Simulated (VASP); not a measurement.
Wanted: the native input for a VASP 6.6.1 run.

```yaml
Task: single point
Functional: PBE
Potentials_or_basis: VASP PAW PBE potentials, release 64 (Si, B)
Cutoff: 520 eV
k_mesh: 4 × 4 × 6
Occupations: gaussian, width 0.1 eV
Spin: no spin polarisation
Dipole_correction: no
Further_INCAR_settings: ALGO = Fast; EDIFF = 1e-07; NBANDS = 19
```

The structure of SiB2 lies in POSCAR:

```
SiB2
1.0
    2.6751994931     -4.4553016780      0.0000000000
    2.6751994931      4.4553016780      0.0000000000
    0.0000000000      0.0000000000      3.0083808653
Si B
2 4
Direct
    0.0000000000      0.5000000000      0.0000000000
    0.5000000000      0.0000000000      0.0000000000
    0.0745796961      0.2597788193      0.5000000000
    0.9254203039      0.7402211807      0.5000000000
    0.2597788193      0.0745796961      0.5000000000
    0.7402211807      0.9254203039      0.5000000000
```

The cell was generated, and may not be a known phase.

The input as run:

INCAR

```
SYSTEM = SiB2
PREC = Accurate
ENCUT = 520
EDIFF = 1E-7
ISMEAR = 0
SIGMA = 0.1
LREAL = .FALSE.
LASPH = .TRUE.
NELM = 80
ALGO = Fast
ISIF = 2
LWAVE = .FALSE.
LCHARG = .TRUE.
GGA = PE
LELF = .TRUE.
LVHAR = .TRUE.
NBANDS = 19
```

KPOINTS

```
regular mesh
0
G
  4 4 6
  0 0 0
```

Potentials or basis: VASP PAW PBE potentials, release 64 (Si, B).

The run is started by

```bash
$ cat potpaw_PBE.64/Si/POTCAR potpaw_PBE.64/B/POTCAR > POTCAR
$ mpirun -np 1 vasp_std > vasp.out
```

Results of the run:

```json
{
  "Pressure": "0.0 GPa",
  "Largest force": "0.014 eV/Å",
  "Band gap on the k mesh": "zero (bands 10 and 11 overlap by 4.63 eV)"
}
```

Run time: 74 s on 1 thread of Oxide Virtual Turin-like Processor, with other jobs on the host, peak memory 0.16 GiB.
